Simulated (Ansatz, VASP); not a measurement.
Tl: VASP beside Ansatz

```
Tl
1.0
     3.40851    0.02682    0.00000
    -1.68103    2.96527    0.00000
     0.00000    0.00000    5.55671
Tl
2
Cartesian
  0.1005 1.9367 1.3892
  1.6270 1.0554 4.1675
```

Alike in both runs: task single point; functional PBEsol; k mesh 12 × 12 × 8; occupations gaussian, width 0.1 eV; no spin polarisation.

|  | VASP | Ansatz |
| --- | --- | --- |
| version | VASP 6.6.1 | Ansatz 0.2.0 |
| potentials or method | VASP PAW PBE potentials, release 64 (Tl_d), cutoff 520 eV | scalar-relativistic, plane waves, PAW |
| valence electrons in the cell | 26 | 26 |

|  | VASP | Ansatz | Ansatz less VASP |
| --- | --- | --- | --- |
| gap on the k mesh at the Fermi level (eV) | none | none | - |
| pressure (GPa) | 0.5 | 0.5 | +0.07 |
| traceless stress, the component that is largest in VASP (GPa) | -0.39 | -0.39 | 0.000 |
| rms of the force components (eV/Å) | 0.046 | 0.046 | +0.0002 |

VASP's potentials were made for PBE, not for PBEsol. Atom by atom the forces differ by 0.000 eV/Å (rms over components). A gap of «none» marks a metal or a gap that the smearing closes. With one functional, cell and mesh, what is left measures potentials, basis and numerics. Ansatz's warnings: structure snapped to symmetry.

Neither program's run includes spin-orbit coupling.
